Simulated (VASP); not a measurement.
Crystal: Zn.

```
Zn
1.0
     2.67000    0.00000    0.00000
    -1.33500    2.31229    0.00000
     0.00000    0.00000    4.96600
Zn
2
Cartesian
  0.0000 1.5415 1.2415
  1.3350 0.7708 3.7245
```

```yaml
Program: VASP 6.6.1
Task: relaxation of cell and atoms
Functional: LDA
Potentials_or_basis: VASP PAW LDA potentials, release 64 (Zn)
Cutoff: 500 eV
k_mesh: 7 × 7 × 4
Occupations: fermi-dirac, width 0.02 eV
Spin: no spin polarisation
```

At the start: pressure -9.1 GPa; volume 15.33 Å³/atom.

Task: How do energy, volume and symmetry change on relaxing?

Result: Over 5 steps the energy falls by 53.1 meV/atom and the volume is 13.67 Å³/atom (-10.8 %); space group P6_3/mmc (No. 194, to 0.05 Å).

Step by step:
```tsv
step	energy change (eV)	largest force (eV/Å)	pressure (GPa)	volume (Å³)
1	0.0000	0.0000	-9.08	30.66
2	-0.1006	0.0000	2.03	26.96
3	-0.1045	0.0000	-0.20	27.49
4	-0.1061	0.0000	-0.04	27.38
5	-0.1062	0.0000	0.04	27.34
```

Final structure:
```
Zn
1.0
     2.56712    0.00000    0.00000
    -1.28356    2.22319    0.00000
     0.00000    0.00000    4.79071
Zn
2
Direct
  0.33333 0.66667 0.25000
  0.66667 0.33333 0.75000
```

Caveat: the k points lie up to 0.40 Å⁻¹ apart in the final cell; the volume moved by -11 % from the deposited cell, more than functionals usually miss.
